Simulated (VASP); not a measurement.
A run of VASP 6.6.1:

The input INCAR:

```
SYSTEM = Mg3Se
  ALGO = Normal
  EDIFF = 1E-6
  ENCUT = 520
  GGA = PE
  ISIF = 2
  ISMEAR = 0
  LASPH = .True.
  LCHARG = .False.
  LREAL = .False.
  LWAVE = .False.
  NBANDS = 22
  NELM = 60
  PREC = Accurate
  SIGMA = 0.2
```

The input KPOINTS:

```
k-points
0
Gamma
  6 6 4
  0 0 0
```

File POSCAR:

```
Mg3Se
1.0
    4.4588678581      0.0000000000      0.0000000000
    0.0000000000      4.4588678581      0.0000000000
    0.0000000000      0.0000000000      8.9293468017
Mg Se
6 2
Direct
    0.0000000000      0.5000000000      0.0000000000
    0.0000000000      0.5000000000      0.5000000000
    0.5000000000      0.0000000000      0.0000000000
    0.5000000000      0.0000000000      0.5000000000
    0.5000000000      0.5000000000      0.2500000000
    0.5000000000      0.5000000000      0.7500000000
    0.0000000000      0.0000000000      0.2500000000
    0.0000000000      0.0000000000      0.7500000000
```

Potentials or basis: VASP PAW PBE potentials, release 64 (Mg, Se).

The run is started by

```console
$ cat potpaw_PBE.64/Mg/POTCAR potpaw_PBE.64/Se/POTCAR > POTCAR
$ mpirun -np 1 vasp_std > vasp.out
```

Hardware: 1 thread of Intel(R) Xeon(R) Platinum 8488C (Sapphire Rapids), with other jobs on the host.

Question: Estimate the wall time of this run.

Answer: It took 2.2 min on 1 thread of Intel(R) Xeon(R) Platinum 8488C (Sapphire Rapids), on a shared host, peak memory 0.34 GiB. Counts: scf iterations 12, k points 30.
